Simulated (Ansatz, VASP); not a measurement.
**BaF2 in VASP and in Ansatz**

File POSCAR:

```
BaF2
1.0
    0.0000000000      3.0973610025      3.0973610025
    3.0973610025      0.0000000000      3.0973610025
    3.0973610025      3.0973610025      0.0000000000
Ba F
1 2
Direct
    0.0000000000      0.0000000000      0.0000000000
    0.2500000000      0.2500000000      0.2500000000
    0.7500000000      0.7500000000      0.7500000000
```

File INCAR.step1:

```
SYSTEM = BaF2
PREC     = Accurate       ! precision mode
ENCUT    = 660            ! plane-wave cutoff, eV
ISMEAR   = 0              ! smearing method
SIGMA    = 0.02           ! smearing width, eV
LREAL    = .FALSE.        ! projectors in reciprocal space
LASPH    = .TRUE.         ! aspherical terms in the spheres
NELM     = 120            ! most SCF steps
NBANDS   = 19             ! bands
GGA      = PE             ! functional
ALGO     = Normal         ! electronic algorithm
EDIFF    = 1E-5           ! SCF threshold, eV
LWAVE    = .TRUE.         ! write WAVECAR
LCHARG   = .FALSE.        ! write CHGCAR
GGA_COMPAT= .FALSE.
```

Contents of INCAR.step2:

```
SYSTEM = BaF2
PREC     = Accurate       ! precision mode
ENCUT    = 660            ! plane-wave cutoff, eV
EDIFF    = 1E-6           ! SCF threshold, eV
ISMEAR   = 0              ! smearing method
SIGMA    = 0.02           ! smearing width, eV
LREAL    = .FALSE.        ! projectors in reciprocal space
LASPH    = .TRUE.         ! aspherical terms in the spheres
NELM     = 120            ! most SCF steps
ALGO     = Normal         ! electronic algorithm
ISIF     = 2              ! what is computed and relaxed
LWAVE    = .FALSE.        ! write WAVECAR
LCHARG   = .TRUE.         ! write CHGCAR
METAGGA  = R2SCAN         ! meta-GGA
LMIXTAU  = .TRUE.       
LELF     = .TRUE.         ! ELF
LVHAR    = .TRUE.       
NBANDS   = 19             ! bands
ISTART   = 1            
GGA_COMPAT= .FALSE.
```

File KPOINTS:

```
Automatic mesh
0
G
  6 6 6
  0 0 0
```

Input for Ansatz:

```yaml
crystal:
  lattice:
    - [0.0, 3.0973610025, 3.0973610025]
    - [3.0973610025, 0.0, 3.0973610025]
    - [3.0973610025, 3.0973610025, 0.0]
  atoms:
    - { symbol: Ba, position: [0.0, 0.0, 0.0] }
    - { symbol: F, position: [0.25, 0.25, 0.25] }
    - { symbol: F, position: [0.75, 0.75, 0.75] }
basis:
  ecutwfc: 500
kpoints:
  mp_grid: { grid: [6, 6, 6] }
  band_path:
    path:
      - [[0.0, 0.0, 0.0], [0.5, 0.0, 0.5], [0.625, 0.25, 0.625]]
      - [[0.375, 0.375, 0.75], [0.0, 0.0, 0.0], [0.5, 0.5, 0.5], [0.5, 0.25, 0.75], [0.5, 0.0, 0.5]]
    npoints: 14
hamiltonian:
  xc: r2scan
scf:
  occupations: { method: gaussian, width: 0.02 }
  n_extra_bands: 7
output:
  forces: true
  stress: true
  eigenvalues: true
  populations: true
  dos: { projected: true, de: 0.02, nscf_kmesh: { grid: [9, 9, 9] } }
  bader: true
```

Alike in both runs: task single point; functional r2SCAN; k mesh 6 × 6 × 6; occupations gaussian, width 0.02 eV; no spin polarisation.

|  | VASP | Ansatz |
| --- | --- | --- |
| version | VASP 6.6.1 | Ansatz 0.2.0 |
| potentials or method | VASP PAW PBE potentials, release 64 (Ba_sv, F), cutoff 660 eV | scalar-relativistic, plane waves, PAW |
| valence electrons in the cell | 24 | 24 |

```csv
,VASP,Ansatz,Ansatz less VASP
gap on the k mesh at the Fermi level (eV),7.36,7.44,+0.078
least direct gap on the mesh (eV),7.43,7.52,+0.088
pressure (GPa),0.9,0.0,-0.89
```

VASP's potentials were made for PBE, not for r2SCAN. With one functional, cell and mesh, what is left measures potentials, basis and numerics.

Spin-orbit coupling is off throughout.
